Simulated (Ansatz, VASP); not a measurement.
# One calculation of KMgF3, two programs

```
K Mg F
1.0
     4.60139    0.00000    0.00000
     0.00000    4.60139    0.00000
     0.00000    0.00000    2.99090
K Mg F
1 1 3
Direct
  0.50000 0.50000 0.50000
  0.00000 0.00000 0.00000
  0.50000 0.00000 0.00000
  0.00000 0.50000 0.00000
  0.00000 0.00000 0.50000
```

Alike in both runs: task single point; functional PBEsol; k mesh 6 × 6 × 6; occupations gaussian, width 0.05 eV; no spin polarisation.

|  | VASP | Ansatz |
| --- | --- | --- |
| version | VASP 6.6.1 | Ansatz 0.2.0 |
| potentials or method | VASP PAW PBE potentials, release 64 (K_sv, Mg, F), cutoff 520 eV | scalar-relativistic, plane waves, PAW |
| valence electrons in the cell | 32 | 40 |

```tsv
	VASP	Ansatz	Ansatz less VASP
gap on the k mesh at the Fermi level (eV)	6.17	6.18	+0.016
least direct gap on the mesh (eV)	6.17	6.18	+0.016
```

VASP's potentials were made for PBE, not for PBEsol. With one functional, cell and mesh, what is left measures potentials, basis and numerics. VASP's potentials hold 32 valence electrons a cell and Ansatz's 40, so a difference there can come from the potentials and not from the codes.
